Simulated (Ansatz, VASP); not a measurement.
## One calculation of Pt, two programs

```
CELL_PARAMETERS angstrom
-2.21297 2.21297 1.19140
2.21297 -2.21297 1.19140
2.21297 2.21297 -1.19140
ATOMIC_POSITIONS crystal
Pt 0.62500 0.87500 0.75000
Pt 0.37500 0.12500 0.25000
```

Change from the starting cell: volume scaled by 0.68, LAPW.

Alike in both runs: task single point; functional PBE; k mesh 16 × 16 × 16; occupations fermi-dirac, width 0.05 eV; no spin polarisation.

```csv
,VASP,Ansatz
version,VASP 6.6.1,Ansatz 0.2.0
potentials or method,"VASP PAW PBE potentials, release 64 (Pt), cutoff 520 eV","all-electron LAPW, scalar-relativistic"
```

VASP gave:

| Quantity | Value |
| --- | --- |
| pressure (GPa) | 216.4 |
| traceless stress, the component that is largest in VASP (GPa) | 1.12 |

Question: Which values does Ansatz return?

Answer: Pressure (GPa): 217.5; traceless stress, the component that is largest in VASP (GPa): -0.04.

Both programs put the cell under a high pressure, so it lies far from rest at this level. Ansatz ran all-electron here, and VASP with PAW potentials.

Neither program's run includes spin-orbit coupling. Noted on VASP's run: the cell as given lies far from equilibrium.
